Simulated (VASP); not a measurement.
A run of VASP 6.6.1 is set up as follows.

The input INCAR:

```
SYSTEM = ZnAu
  PREC = Accurate
  ENCUT = 520
  EDIFF = 1E-7
  ISMEAR = 0
  SIGMA = 0.1
  LREAL = .FALSE.
  LASPH = .TRUE.
  NELM = 100
  ALGO = Normal
  ISIF = 2
  LWAVE = .FALSE.
  LCHARG = .FALSE.
  GGA = PE
  NBANDS = 18
```

File KPOINTS:

```
Automatic mesh
0
G
  14 14 14
  0 0 0
```

The input POSCAR:

```
ZnAu
1.0
    3.2182504226      0.0000000000      0.0000000000
    0.0000000000      3.2182504226      0.0000000000
    0.0000000000      0.0000000000      3.2182504226
Zn Au
1 1
Direct
    0.5000000000      0.5000000000      0.5000000000
    0.0000000000      0.0000000000      0.0000000000
```

Potentials or basis: VASP PAW PBE potentials, release 64 (Zn, Au).

Launch:

```sh
$ cat potpaw_PBE.64/Zn/POTCAR potpaw_PBE.64/Au/POTCAR > POTCAR
$ mpirun -np 1 vasp_std > vasp.out
```

(1) What does it give for the pressure?

## Answers

(1) -3.1 GPa.
